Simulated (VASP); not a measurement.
A run of VASP 6.6.1 is set up as follows.

File INCAR:

```
SYSTEM = Pd
PREC = Accurate ; ENCUT = 520
EDIFF = 1E-7 ; ISMEAR = 0
SIGMA = 0.15 ; LREAL = .FALSE.
LASPH = .TRUE. ; NELM = 80
ALGO = Normal ; ISIF = 2
LWAVE = .FALSE. ; LCHARG = .FALSE.
GGA = PS ; NBANDS = 11
```

File KPOINTS:

```
Automatic mesh
0
G
  20 20 20
  0 0 0
```

Contents of POSCAR:

```
Pd
1.0
    0.0000000000      2.0226960000      1.9449000000
    2.0226960000      0.0000000000      1.9449000000
    2.0226960000      2.0226960000      0.0000000000
Pd
1
Direct
    0.0000000000      0.0000000000      0.0000000000
```

Potentials or basis: VASP PAW PBE potentials, release 64 (Pd).

Command:

```bash
$ cat potpaw_PBE.64/Pd/POTCAR > POTCAR
$ mpirun -np 1 vasp_std > vasp.out
```

Question: What does it give for the band gap on the k mesh?

Answer: Zero (bands 5 and 6 overlap by 1.50 eV).

Question: What does it give for the pressure?

Answer: -14.4 GPa.

Stress tensor (GPa, compression positive):
```
-14.84   0.00   0.00
  0.00 -14.84   0.00
  0.00   0.00 -13.50
```

Caveat: the cell differs from its parent crystal (strain +0.040 along x and y, +0.000 along z); the cell stands under tension; the PAW data sets were made with another functional, which shifts forces and pressure a little.
